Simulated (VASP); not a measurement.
## AlRu: single point with PBEsol

AlRu:

```
Al Ru
1.0
     3.23341    0.00000    0.00000
     0.00000    3.23341    0.00000
     0.00000    0.00000    2.52206
Al Ru
1 1
Direct
  0.00000 0.00000 0.00000
  0.50000 0.50000 0.50000
```

This cell differs from its parent crystal: ratio of the length along z to the lengths across it x 0.78, volume and fractional coordinates fixed.

```json
{
  "Program": "VASP 6.6.1",
  "Task": "single point",
  "Functional": "PBEsol",
  "Potentials or basis": "VASP PAW PBE potentials, release 64 (Al, Ru_pv)",
  "Cutoff": "520 eV",
  "k mesh": "22 × 22 × 22",
  "Occupations": "gaussian, width 0.15 eV",
  "Spin": "no spin polarisation",
  "Dipole correction": "no",
  "Further INCAR settings": "ALGO = Fast; EDIFF = 1e-07; NBANDS = 16"
}
```

* Pressure: 10.1 GPa

Stress tensor (GPa, compression positive):
```
-10.20   0.00   0.00
  0.00 -10.20   0.00
  0.00   0.00  50.59
```

Levels at points of the mesh, in eV from the Fermi level:
| k point | band 6 | band 7 | band 8 | band 9 | band 10 | band 11 | band 12 | band 13 |
| --- | --- | --- | --- | --- | --- | --- | --- | --- |
| (0.00, 0.00, 0.00) | -4.39 | -1.51 | 0.60 | 0.60 | 3.06 | 3.06 | 8.11 | 10.50 |
| (0.50, 0.00, 0.00) | -4.25 | -3.22 | -0.06 | 0.32 | 0.71 | 6.01 | 8.27 | 10.16 |
| (0.50, 0.50, 0.00) | -2.93 | -2.93 | -0.06 | 0.06 | 0.06 | 2.31 | 4.13 | 11.35 |
| (0.00, 0.00, 0.50) | -3.43 | -3.43 | -2.63 | -0.65 | 4.37 | 7.07 | 8.57 | 8.57 |
| (0.50, 0.00, 0.50) | -3.13 | -2.26 | -1.93 | -0.35 | 0.94 | 5.84 | 7.12 | 8.77 |
| (0.50, 0.50, 0.50) | -4.86 | 0.39 | 1.79 | 2.39 | 3.25 | 3.25 | 4.99 | 5.67 |

Run time: 2.7 min on 1 thread of Intel(R) Xeon(R) Platinum 8488C (Sapphire Rapids), with other jobs on the host, peak memory 0.46 GiB.

Caveat: the PAW data sets were made with another functional, which shifts forces and pressure a little.
